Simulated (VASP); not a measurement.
A run of VASP 6.6.1:

The input INCAR:

```
SYSTEM = In2TeS
  PREC = Accurate
  ENCUT = 520
  EDIFF = 1E-7
  ISMEAR = -1
  SIGMA = 0.15
  LREAL = .FALSE.
  LASPH = .TRUE.
  NELM = 60
  ALGO = Normal
  ISIF = 2
  LWAVE = .FALSE.
  LCHARG = .FALSE.
  GGA = PE
  NBANDS = 27
```

KPOINTS

```
regular mesh
0
G
  10 10 8
  0 0 0
```

POSCAR

```
In2TeS
1.0
    4.2770815696      0.0000000000      0.0000000000
    0.0000000000      4.2770815696      0.0000000000
    0.0000000000      0.0000000000      5.9939679140
In Te S
2 1 1
Direct
    0.0000000000      0.0000000000      0.0000000000
    0.5000000000      0.5000000000      0.5000000000
    0.0000000000      0.0000000000      0.5000000000
    0.5000000000      0.5000000000      0.0000000000
```

Potentials or basis: VASP PAW PBE potentials, release 64 (In_d, Te, S).

Launch:

```bash
$ cat potpaw_PBE.64/In_d/POTCAR potpaw_PBE.64/Te/POTCAR potpaw_PBE.64/S/POTCAR > POTCAR
$ mpirun -np 1 vasp_std > vasp.out
```

Hardware: 1 thread of Intel(R) Xeon(R) Platinum 8259CL CPU @ 2.50GHz (Skylake/Cascade Lake) (shared host).

Task: Estimate the wall time of this run.

Result: Wall time 4 min on 1 thread of Intel(R) Xeon(R) Platinum 8259CL CPU @ 2.50GHz (Skylake/Cascade Lake) (shared host), peak memory 0.43 GiB. Counts: scf iterations 15, k points 105.
